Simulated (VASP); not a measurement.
Wanted: the native input for a VASP 6.6.1 run.

* Task: single point
* Functional: PBE
* Dispersion: D3(BJ)
* Potentials or basis: VASP PAW PBE potentials, release 64 (Hf_pv, In_d, Si, O)
* Cutoff: 520 eV
* k mesh: 4 × 4 × 3
* Occupations: fermi-dirac, width 0.05 eV
* Spin: no spin polarisation
* Dipole correction: no
* Further INCAR settings: ALGO = Normal; EDIFF = 1e-07; NBANDS = 63

The structure of HfIn4SiO6 lies in POSCAR:

```
HfIn4SiO6
1.0
    3.0259950314     -5.4887291934     -0.0602453579
    3.0259950314      5.4887291934     -0.0602453579
   -1.4651725603      0.0000000000      6.4256943055
Hf In Si O
1 4 1 6
Direct
    0.0853004310      0.0853004310      0.0037106569
    0.7940976463      0.4830402849      0.0070057099
    0.4830402849      0.7940976463      0.0070057099
    0.5475930335      0.2145012536      0.5033370955
    0.2145012536      0.5475930335      0.5033370955
    0.8602874634      0.8602874634      0.4432418877
    0.8334099969      0.5835165601      0.3735553552
    0.5835165601      0.8334099969      0.3735553552
    0.0621057783      0.0621057783      0.3134103786
    0.9776433737      0.9776433737      0.6926975226
    0.4258987942      0.1325953842      0.0595716166
    0.1325953842      0.4258987942      0.0595716166
```

The input as run:

INCAR

```
ALGO = Normal
EDIFF = 1E-7
ENCUT = 520
GGA = PE
ISIF = 2
ISMEAR = -1
IVDW = 12
LASPH = True
LCHARG = False
LREAL = False
LWAVE = False
NBANDS = 63
NELM = 60
PREC = Accurate
SIGMA = 0.05
```

KPOINTS

```
k-points
0
Gamma
  4 4 3
```

Potentials or basis: VASP PAW PBE potentials, release 64 (Hf_pv, In_d, Si, O).

Run with:

```console
$ cat potpaw_PBE.64/Hf_pv/POTCAR potpaw_PBE.64/In_d/POTCAR potpaw_PBE.64/Si/POTCAR potpaw_PBE.64/O/POTCAR > POTCAR
$ mpirun -np 1 vasp_std > vasp.out
```

Results of the run:

| Property | Result |
| --- | --- |
| Pressure | -0.3 GPa |
| Largest force | 0.199 eV/Å |
| Band gap on the k mesh | 0.61 eV, indirect (least direct gap 0.94 eV) |
| Dispersion energy per atom | -0.200 eV |

Caveat: spin-orbit coupling is left out, which moves the levels of the heavy elements.

Wall time 3.9 min on 1 thread of Intel(R) Xeon(R) Platinum 8488C (Sapphire Rapids), on a shared host, peak memory 0.45 GiB.
